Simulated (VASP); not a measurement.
## Al3B2W: single point with PBE

Crystal: Al3B2W.

```
Al B W
1.0
     2.96904    0.00000    0.00000
    -1.48452    2.57127    0.00000
     0.00000    0.00000    9.98499
Al B W
3 2 1
Direct
  0.00000 0.00000 0.82590
  0.33333 0.66667 0.37930
  0.66667 0.33333 0.60877
  0.33333 0.66667 0.99917
  0.66667 0.33333 0.00292
  0.00000 0.00000 0.16395
```

| Property | Result |
| --- | --- |
| Program | VASP 6.6.1 |
| Task | single point |
| Functional | PBE |
| Potentials or basis | VASP PAW PBE potentials, release 64 (Al, B, W_sv) |
| Cutoff | 520 eV |
| k mesh | 6 × 6 × 2 |
| Occupations | gaussian, width 0.2 eV |
| Spin | no spin polarisation |

| Quantity | Value |
| --- | --- |
| Pressure | 0.3 GPa |
| Largest force | 0.041 eV/Å |
| Band gap on the k mesh | zero (an odd number of electrons rules out a gap without spin polarisation) |

Forces in eV/Å, atoms in the order of the input:
```
Al   0.000  0.000  0.007
Al   0.000  0.000  0.041
Al   0.000  0.000 -0.007
B    0.000  0.000 -0.008
B    0.000  0.000 -0.012
W    0.000  0.000 -0.021
```

Stress tensor (GPa, compression positive):
```
0.07 0.00 0.00
0.00 0.07 0.00
0.00 0.00 0.64
```

Levels at points of the mesh, in eV from the Fermi level:
```tsv
k point	band 10	band 11	band 12	band 13	band 14	band 15	band 16	band 17	band 18	band 19
(0.00, 0.00, 0.00)	-2.99	-2.99	-2.68	0.09	0.09	0.24	0.77	0.77	4.47	6.24
(0.50, 0.00, 0.00)	-4.95	-4.52	-3.65	-3.41	-0.80	-0.57	0.41	1.28	2.79	3.47
(0.00, 0.00, 0.50)	-3.52	-2.99	-2.99	0.09	0.09	0.31	0.77	0.77	4.67	6.25
(0.50, 0.00, 0.50)	-5.08	-4.70	-3.40	-2.79	-1.54	-1.26	1.29	1.74	3.06	3.26
```

Run time: 40 s on 1 thread of Intel Xeon 8259CL, on a shared host, peak memory 0.21 GiB.

Caveat: the k points lie up to 0.41 Å⁻¹ apart, too coarse for converged energies and pressures of a metal; spin-orbit coupling is left out, which moves the levels of the heavy elements.
